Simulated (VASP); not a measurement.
# Al3Cu (Pm-3m) in VASP: single point with LDA

Aim: the single point of Al3Cu with LDA.

Program: VASP 6.6.1. These are calculated values, not measurements. Logs are shortened: lines on timing, memory, paths and dates and some standing lists are left out, and cuts for length are marked.

**1. The cell of the first run**

Symmetry: Pm-3m, No. 221, cubic system. The conventional cell has a = 3.924 Å, b = 3.924 Å, c = 3.924 Å, α = 90.00°, β = 90.00°, γ = 90.00°. Al (site symmetry 4/mmm) has 8 Al at 2.77 Å and 4 Cu at 2.77 Å within 3.7 Å. Cu (site symmetry m-3m) has 12 Al at 2.77 Å within 3.7 Å.

**2. Single point, LDA**

INCAR reads:

```
SYSTEM = Al3Cu
ALGO     = Normal         ! electronic algorithm
EDIFF    = 1E-6           ! SCF threshold, eV
ENCUT    = 520            ! plane-wave cutoff, eV
ISIF     = 2              ! what is computed and relaxed
ISMEAR   = 1              ! smearing method
LASPH    = .True.         ! aspherical terms in the spheres
LCHARG   = .False.        ! write CHGCAR
LREAL    = .False.        ! projectors in reciprocal space
LWAVE    = .False.        ! write WAVECAR
NBANDS   = 18             ! bands
NELM     = 60             ! most SCF steps
PREC     = Accurate       ! precision mode
SIGMA    = 0.1            ! smearing width, eV
```

KPOINTS reads:

```
k-points
0
Gamma
  6 6 6
  0 0 0
```

POSCAR reads:

```
Al3Cu
1.0
    3.9241510000      0.0000000000      0.0000000000
    0.0000000000      3.9241510000      0.0000000000
    0.0000000000      0.0000000000      3.9241510000
Al Cu
3 1
Direct
    0.0000000000      0.5000000000      0.5000000000
    0.5000000000      0.0000000000      0.5000000000
    0.5000000000      0.5000000000      0.0000000000
    0.0000000000      0.0000000000      0.0000000000
```

Potentials or basis: VASP PAW LDA potentials, release 64 (Al, Cu).

Started as:

```sh
$ cat potpaw_LDA.64/Al/POTCAR potpaw_LDA.64/Cu/POTCAR > POTCAR
$ mpirun -np 1 vasp_std > vasp.out
```

OUTCAR:

```text
SYSTEM = Al3Cu
   EDIFF = 1E-6
   ENCUT = 520
   ISIF = 2
   ISMEAR = 1
   LASPH = .True.
   LREAL = .False.
   NELM = 60
   PREC = Accurate

 ion  position               nearest neighbor table
   1  0.000  0.500  0.500-   2 2.77   3 2.77   4 2.77   3 2.77   4 2.77   2 2.77   4 2.77   4 2.77
                             2 2.77   3 2.77   3 2.77   2 2.77
   2  0.500  0.000  0.500-   1 2.77   3 2.77   4 2.77   3 2.77   4 2.77   1 2.77   3 2.77   3 2.77
                             1 2.77   4 2.77   4 2.77   1 2.77
   3  0.500  0.500  0.000-   1 2.77   2 2.77   4 2.77   1 2.77   2 2.77   2 2.77   4 2.77   2 2.77
                             1 2.77   4 2.77   1 2.77   4 2.77
   4  0.000  0.000  0.000-   1 2.77   2 2.77   3 2.77   1 2.77   2 2.77   1 2.77   3 2.77   1 2.77
                             2 2.77   3 2.77   2 2.77   3 2.77

  LATTYP: Found a simple cubic cell.
 ALAT       =     3.9241510000

  Lattice vectors:

 A1 = (   3.9241510000,   0.0000000000,   0.0000000000)
 A2 = (   0.0000000000,   3.9241510000,   0.0000000000)
 A3 = (   0.0000000000,   0.0000000000,   3.9241510000)

Analysis of symmetry for initial positions (statically):
=====================================================================
 Subroutine PRICEL returns:
 Original cell was already a primitive cell.

 Routine SETGRP: Setting up the symmetry group for a
 simple cubic supercell.

 Subroutine GETGRP returns: Found 48 space group operations
[... 9 lines left out ...]

 Routine SETGRP: Setting up the symmetry group for a
 simple cubic supercell.

 Subroutine GETGRP returns: Found 48 space group operations
 (whereof 48 operations were pure point group operations)
 out of a pool of 48 trial point group operations.

The dynamic configuration has the point symmetry O_h .

 Subroutine INISYM returns: Found 48 space group operations
 (whereof 48 operations are pure point group operations),
 and found     1 'primitive' translations

----------------------------------------------------------------------------------------

                                     Primitive cell

  volume of cell :      60.4278

  direct lattice vectors                    reciprocal lattice vectors
     3.924151000  0.000000000  0.000000000     0.254832192  0.000000000  0.000000000
     0.000000000  3.924151000  0.000000000     0.000000000  0.254832192  0.000000000
     0.000000000  0.000000000  3.924151000     0.000000000  0.000000000  0.254832192

  length of vectors
     3.924151000  3.924151000  3.924151000     0.254832192  0.254832192  0.254832192

  position of ions in fractional coordinates (direct lattice)
     0.000000000  0.500000000  0.500000000
     0.500000000  0.000000000  0.500000000
     0.500000000  0.500000000  0.000000000
     0.000000000  0.000000000  0.000000000

  ion indices of the primitive-cell ions
   primitive index   ion index
                 1           1
                 2           2
                 3           3
                 4           4

----------------------------------------------------------------------------------------

 KPOINTS: k-points

Automatic generation of k-mesh.
 Grid dimensions read from file:
 generate k-points for:    6    6    6

 Generating k-lattice:

  Cartesian coordinates                     Fractional coordinates (reciprocal lattice)
     0.042472032  0.000000000  0.000000000     0.166666667  0.000000000  0.000000000
     0.000000000  0.042472032  0.000000000     0.000000000  0.166666667  0.000000000
     0.000000000  0.000000000  0.042472032     0.000000000  0.000000000  0.166666667

  Length of vectors
     0.042472032  0.042472032  0.042472032

  Shift w.r.t. Gamma in fractional coordinates (k-lattice)
     0.000000000  0.000000000  0.000000000

 Subroutine IBZKPT returns following result:
 ===========================================

 Found     20 irreducible k-points:

 Following reciprocal coordinates:
            Coordinates               Weight
  0.000000  0.000000  0.000000      1.000000
  0.166667  0.000000  0.000000      6.000000
  0.333333  0.000000  0.000000      6.000000
  0.500000  0.000000  0.000000      3.000000
  0.166667  0.166667  0.000000     12.000000
  0.333333  0.166667  0.000000     24.000000
[... 12 lines left out ...]
  0.500000  0.500000  0.333333      6.000000
  0.500000  0.500000  0.500000      1.000000
   k-points           NKPTS =     20   k-points in BZ     NKDIM =     20   number of bands    NBANDS=     18
   number of dos      NEDOS =    301   number of ions     NIONS =      4
   total plane-waves  NPLWV =  27000
   dimension x,y,z NGX =    30 NGY =   30 NGZ =   30
   dimension x,y,z NGXF=    60 NGYF=   60 NGZF=   60
   ions per type =               3   1
   NGX,Y,Z   is equivalent  to a cutoff of  12.71, 12.71, 12.71 a.u.
   NGXF,Y,Z  is equivalent  to a cutoff of  25.42, 25.42, 25.42 a.u.
 SYSTEM =  Al3Cu
   PREC   = accura    normal or accurate (medium, high low for compatibility)
   ISTART =      0    job   : 0-new  1-cont  2-samecut
   ICHARG =      2    charge: 1-file 2-atom 10-const
   ISPIN  =      1    spin polarized calculation?
   LNONCOLLINEAR =      F non collinear calculations
   LSORBIT =      F    spin-orbit coupling
   LASPH  =      T    aspherical Exc in radial PAW
   ENCUT  =  520.0 eV  38.22 Ry    6.18 a.u.   7.30  7.30  7.30*2*pi/ulx,y,z
   NELM   =     60;   NELMIN=  2; NELMDL= -5     # of ELM steps
   EDIFF  = 0.1E-05   stopping-criterion for ELM
   LREAL  =      F    real-space projection
   EDIFFG = 0.1E-04   stopping-criterion for IOM
   NSW    =      0    number of steps for IOM
   IBRION =     -1    ionic relax: 0-MD 1-quasi-New 2-CG
   NFREE  =      0    steps in history (QN), initial steepest desc. (CG)
   ISIF   =      2    stress and relaxation
   ISYM   =      2    0-nonsym 1-usesym 2-fastsym
   POTIM  = 0.5000    time-step for ionic-motion
   TEBEG  =    0.0;   TEEND  =   0.0 temperature during run
   PSTRESS=    0.0 pullay stress
   NELECT =      20.0000    total number of electrons
   NUPDOWN=      -1.0000    fix difference up-down
   EMIN   =  10.00;   EMAX   =-10.00  energy-range for DOS
   EFERMI =   0.00;   METHOD = LEGACY
   ISMEAR =     1;   SIGMA  =   0.10  broadening in eV -4-tet -1-fermi 0-gaus
   EFERMI_NEDOS =   21; number of points for ismear=-14 and -15
   IALGO  =     38    algorithm
   IMIX   =      4    mixing-type and parameters
     AMIX     =   0.40;   BMIX     =  1.00
     AMIX_MAG =   1.60;   BMIX_MAG =  1.00
  volume/ion in A,a.u.               =      15.11       101.95
  Fermi-wavevector in a.u.,A,eV,Ry     =   1.132415  2.139955 17.447632  1.282365
  Thomas-Fermi vector in A             =   2.269116
   LORBIT       =      0    0 simple, 1 ext, 2 COOP (PROOUT), +10 PAW based schemes
   GGA     = CA    functional components
   LHFCALC =     F    Hartree Fock is set to
   AEXX    =    0.0000 exact exchange contribution
   IVDW    =     0    specifies the selected vdW correction
   LEPSILON=     F    determine dielectric tensor
   LRPA    =     F    only Hartree local field effects (RPA)
 non-spin polarized calculation
 Methfessel and Paxton  Order N= 1 SIGMA  =   0.10
  energy-cutoff  :      520.00
  volume of cell :       60.43
 maximum number of plane-waves:      1647
 NGX is ok and might be reduce to    30
   NGX = 15   NGY = 15   NGZ = 15

 number of electron      20.0000021 magnetization

 Free energy of the ion-electron system (eV)
  ---------------------------------------------------
  ext. energy  EPLUGINS =         0.00000000
  ---------------------------------------------------
  free energy    TOTEN  =       -17.31721307 eV

  energy without entropy =      -17.31425577  energy(sigma->0) =      -17.31622730

 E-fermi :   8.0482     XC(G=0): -10.9410

 val. band max:        8.0277920052   @ k =   0.3333   0.1667   0.0000
 cond. band min:       8.2517764490   @ k =   0.3333   0.1667   0.1667
 fundamental gap:      0.2239844438
 Fermi energy:         8.0482383600

 k-point     1 :       0.0000    0.0000    0.0000
  band No.  band energies     occupation
      1      -3.0690      2.00000
      2       3.7131      2.00000
      3       3.7131      2.00000
      4       4.4078      2.00000
      5       4.4078      2.00000
      6       4.4078      2.00000
[... 10 lines left out ...]
     17      15.0136      0.00000
     18      15.0136      0.00000

 k-point     2 :       0.1667    0.0000    0.0000
  band No.  band energies     occupation
      1      -2.8019      2.00000
      2       3.0394      2.00000
      3       3.7696      2.00000
      4       4.2743      2.00000
      5       4.2743      2.00000
      6       4.4157      2.00000
[... 10 lines left out ...]
     17      15.0808      0.00000
     18      15.0912      0.00000

 k-point     3 :       0.3333    0.0000    0.0000
  band No.  band energies     occupation
      1      -2.0106      2.00000
      2       1.1099      2.00000
      3       3.8854      2.00000
      4       4.0959      2.00000
      5       4.0959      2.00000
      6       4.4314      2.00000
[... 10 lines left out ...]
     17      15.5929      0.00000
     18      15.8575      0.00000

 k-point     4 :       0.5000    0.0000    0.0000
  band No.  band energies     occupation
      1      -0.9295      2.00000
      2      -0.4273      2.00000
      3       3.9448      2.00000
      4       4.0283      2.00000
      5       4.0283      2.00000
      6       4.4394      2.00000
[... 291 lines left out ...]
      4       3.7326      2.00000
      5       3.9687      2.00000
      6       3.9697      2.00000
[... 10 lines left out ...]
     17      18.0320      0.00000
     18      18.4529      0.00000

 k-point    19 :       0.5000    0.5000    0.3333
  band No.  band energies     occupation
      1       1.8038      2.00000
      2       2.3592      2.00000
      3       2.3592      2.00000
      4       3.2263      2.00000
      5       4.1454      2.00000
      6       4.1454      2.00000
[... 10 lines left out ...]
     17      19.0538      0.00000
     18      19.8685      0.00000

 k-point    20 :       0.5000    0.5000    0.5000
  band No.  band energies     occupation
      1       2.7180      2.00000
      2       2.7180      2.00000
      3       2.7180      2.00000
      4       3.1452      2.00000
      5       4.1205      2.00000
      6       4.1205      2.00000
[... 10 lines left out ...]
     17      20.2327      0.00000
     18      20.2345      0.00000

------------------------ aborting loop because EDIFF is reached ----------------------------------------

  FORCE on cell =-STRESS in cart. coord.  units (eV):
  Direction    XX          YY          ZZ          XY          YZ          ZX
  --------------------------------------------------------------------------------------
  -------------------------------------------------------------------------------------
  Total       -1.9041642     -1.9041642     -1.9041642      0.0000000      0.0000000     -0.0000000
  in kB      -50.4867994    -50.4867994    -50.4867994      0.0000000      0.0000000     -0.0000000
  external PRESSURE =     -50.4867994 kB  Pullay stress =       0.0000000 kB

 VOLUME and BASIS-vectors are now :
 -----------------------------------------------------------------------------
  energy-cutoff  :      520.00
  volume of cell :       60.43
      direct lattice vectors                 reciprocal lattice vectors
     3.924151000  0.000000000  0.000000000     0.254832192  0.000000000  0.000000000
     0.000000000  3.924151000  0.000000000     0.000000000  0.254832192  0.000000000
     0.000000000  0.000000000  3.924151000     0.000000000  0.000000000  0.254832192

 POSITION                                       TOTAL-FORCE (eV/Angst)
 -----------------------------------------------------------------------------------
      0.00000      1.96208      1.96208         0.000000      0.000000      0.000000
      1.96208      0.00000      1.96208         0.000000      0.000000      0.000000
      1.96208      1.96208      0.00000         0.000000      0.000000      0.000000
      0.00000      0.00000      0.00000         0.000000      0.000000      0.000000
 -----------------------------------------------------------------------------------
    total drift:                                0.000000     -0.000000      0.000000

  FREE ENERGIE OF THE ION-ELECTRON SYSTEM (eV)
  ---------------------------------------------------
  free  energy   TOTEN  =       -17.3172130675 eV

  energy  without entropy=      -17.3142557666  energy(sigma->0) =      -17.31622730
```

Run time: 13 s. Hardware: 1 thread of Intel Xeon Platinum 8559C (Emerald Rapids), shared host; peak memory 0.15 GiB.

Results:

| Item | Value |
| --- | --- |
| Free energy | -17.3172 eV |
| Pressure | -5.0 GPa |
| Band gap on the k mesh | zero (band 10 reaches 10.26 eV, above the bottom of band 11 at 6.05 eV) |
